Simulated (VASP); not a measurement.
Sn, 1 atom in the cell. The typed cell holds 1 atom: a = 3.382 Å, b = 3.382 Å, c = 3.382 Å, α = 117.50°, β = 117.49°, γ = 94.40°.  This cell differs from its parent crystal: strain +0.0600 x Voigt [0, 0, 1, 0, 0, 0].

```yaml
Program: VASP 6.6.1
Task: single point
Functional: PBE
Dispersion: D3(BJ)
Potentials_or_basis: VASP PAW PBE potentials, release 64 (Sn_d)
Cutoff: 520 eV
k_mesh: 24 × 24 × 24
Occupations: gaussian, width 0.15 eV
Spin: no spin polarisation
Dipole_correction: no
Further_INCAR_settings: ALGO = Fast; EDIFF = 1e-07; NBANDS = 13
```

Potentials or basis: VASP PAW PBE potentials, release 64 (Sn_d).

The run is started by

```bash
$ cat potpaw_PBE.64/Sn_d/POTCAR > POTCAR
$ mpirun -np 1 vasp_std > vasp.out
```

Hardware: 1 thread of Intel(R) Xeon(R) Platinum 8488C (Sapphire Rapids) (shared host).

Q: Estimate the wall time of this run.

A: Run time: 8.5 min on 1 thread of Intel(R) Xeon(R) Platinum 8488C (Sapphire Rapids), on a shared host, peak memory 0.73 GiB. Counts: scf iterations 13, k points 1963.
